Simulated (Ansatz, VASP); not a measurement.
## Two plane-wave programs on MnHg

```
Mn Hg
1.0
     3.32225    0.00000    0.00000
     0.00000    3.32225    0.00000
     0.00000    0.00000    3.32225
Mn Hg
1 1
Direct
  0.50000 0.50000 0.50000
  0.00000 0.00000 0.00000
```

Alike in both runs: functional PBE; k mesh 16 × 16 × 16; occupations gaussian, width 0.1 eV; collinear spin.

Ansatz relaxed the structure, and its values are those at the end. VASP's run is a single point on that final structure, the one shown.

|  | VASP | Ansatz |
| --- | --- | --- |
| version | VASP 6.6.1 | Ansatz 0.2.0 |
| potentials or method | VASP PAW PBE potentials, release 64 (Mn_pv, Hg), cutoff 520 eV | scalar-relativistic, plane waves, PAW |
| valence electrons in the cell | 25 | 35 |

Ansatz gave:

* gap on the k mesh at the Fermi level (eV): none
* pressure (GPa): 0.0
* net moment per atom (μB): 1.96
* size of the moment on the site where the two differ most (μB): 3.90

Question: Which values does VASP return?

Answer: gap on the k mesh at the Fermi level (eV): none; pressure (GPa): 0.4; net moment per atom (μB): 1.96; size of the moment on the site where the two differ most (μB): 3.84.

Site moments also hang on the region over which each program counts them. A gap of «none» marks a metal or a gap that the smearing closes. With one functional, cell and mesh, what is left measures potentials, basis and numerics. VASP's potentials hold 25 valence electrons a cell and Ansatz's 35, so a difference there can come from the potentials and not from the codes.

Neither program's run includes spin-orbit coupling.
